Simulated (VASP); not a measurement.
Set up this calculation in VASP 6.6.1, as the native input.

```yaml
Task: single point
Functional: PBEsol
Potentials_or_basis: VASP PAW PBE potentials, release 64 (Zn)
Cutoff: 500 eV
k_mesh: 18 × 18 × 18
Occupations: fermi-dirac, width 0.08 eV
Spin: no spin polarisation
Dipole_correction: no
Further_INCAR_settings: ALGO = Normal; EDIFF = 1e-06; NBANDS = 12
```

The structure of Zn lies in POSCAR:

```
Zn
1.0
    0.0000000000      1.9193258580      1.9193258580
    1.9193258580      0.0000000000      1.9193258580
    1.9193258580      1.9193258580      0.0000000000
Zn
1
Direct
    0.0000000000      0.0000000000      0.0000000000
```

The input as run:

INCAR

```
SYSTEM = Zn
ALGO = Normal
EDIFF = 1E-6
ENCUT = 500
GGA = PS
GGA_COMPAT = .False.
ISIF = 2
ISMEAR = -1
LASPH = .True.
LCHARG = .False.
LREAL = .False.
LWAVE = .False.
NBANDS = 12
NELM = 120
PREC = Accurate
SIGMA = 0.08
```

KPOINTS

```
k-points
0
Gamma
  18 18 18
  0 0 0
```

Potentials or basis: VASP PAW PBE potentials, release 64 (Zn).

Launch:

```bash
$ cat potpaw_PBE.64/Zn/POTCAR > POTCAR
$ mpirun -np 1 vasp_std > vasp.out
```

Results of the run:

```json
{
  "Pressure": "0.4 GPa",
  "Band gap on the k mesh": "zero (band 6 reaches 5.16 eV, above the bottom of band 7 at 2.16 eV)"
}
```

Caveat: the PAW data sets were made with another functional, which shifts forces and pressure a little.

Wall time 21 s on 1 thread of AMD EPYC 7R43 64-Core Processor (Zen 3), on a shared host, peak memory 0.1 GiB.
